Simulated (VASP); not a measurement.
# Mg8HO8 (a cell with a defect): single point with LDA

The system is Mg8HO8 (a cell with a defect).

```
CELL_PARAMETERS angstrom
0.00000 4.29930 4.29930
4.29930 0.00000 4.29930
4.29930 4.29930 0.00000
ATOMIC_POSITIONS crystal
Mg 0.97905 0.02335 0.01872
Mg 0.98804 0.00071 0.51079
Mg 0.97905 0.47914 0.01872
Mg 0.99923 0.49932 0.50238
Mg 0.49626 0.99635 0.01128
Mg 0.50062 0.00071 0.51079
Mg 0.52324 0.47915 0.01871
Mg 0.50062 0.48813 0.51079
O 0.24725 0.25291 0.25274
O 0.24328 0.24785 0.76128
O 0.24725 0.74735 0.25274
O 0.24933 0.74941 0.75209
O 0.74389 0.24399 0.26838
O 0.74776 0.24785 0.76128
O 0.75283 0.74735 0.25273
O 0.74776 0.74337 0.76128
H 0.18294 0.68307 0.95119
```

| Item | Value |
| --- | --- |
| Program | VASP 6.6.1 |
| Task | single point |
| Functional | LDA |
| Potentials or basis | VASP PAW LDA potentials, release 64 (Mg, O, H) |
| Cutoff | 520 eV |
| k mesh | 2 × 2 × 2 |
| Occupations | fermi-dirac, width 0.02 eV |
| Spin | no spin polarisation |

```yaml
Largest_force: 0.204 eV/Å
```

Forces in eV/Å, atoms in the order of the input:
```
Mg   0.008 -0.002  0.002
Mg   0.001 -0.005 -0.001
Mg  -0.002 -0.002 -0.008
Mg   0.003  0.003 -0.003
Mg  -0.009 -0.009  0.009
Mg   0.001  0.001  0.005
Mg  -0.002  0.008  0.002
Mg  -0.005  0.001 -0.001
O    0.011 -0.003  0.002
O   -0.004  0.004  0.004
O   -0.002 -0.003 -0.011
O   -0.118 -0.118  0.118
O    0.003  0.003 -0.003
O   -0.004 -0.004 -0.004
O   -0.003  0.011  0.003
O    0.004 -0.004  0.004
H    0.117  0.117 -0.117
```

Levels at points of the mesh, in eV from the Fermi level:
```csv
k point,band 29,band 30,band 31,band 32,band 33,band 34,band 35,band 36
"(0.00, 0.00, 0.00)",-0.82,-0.54,-0.48,-0.48,3.18,5.56,6.79,6.96
"(0.50, 0.00, 0.00)",-0.80,-0.76,-0.74,-0.72,4.96,5.96,7.42,8.32
"(0.00, 0.50, 0.00)",-0.80,-0.76,-0.74,-0.72,4.96,5.96,7.42,8.32
"(0.00, 0.00, 0.50)",-0.81,-0.81,-0.70,-0.70,5.44,5.95,7.25,8.46
"(0.50, 0.50, 0.00)",-1.00,-0.97,-0.90,-0.82,5.81,6.76,7.54,8.13
"(0.50, 0.00, 0.50)",-1.00,-0.97,-0.90,-0.82,5.81,6.76,7.54,8.13
```

Run time: 3.4 min on 1 thread of Intel(R) Xeon(R) Platinum 8259CL CPU @ 2.50GHz (Skylake/Cascade Lake), on a shared host, peak memory 0.27 GiB.

Caveat: the k points lie up to 0.63 Å⁻¹ apart; the cell carries a net charge on a neutralising background, which shifts energy and pressure; the cell is charged against a uniform background, so pressure and absolute levels hang on convention.
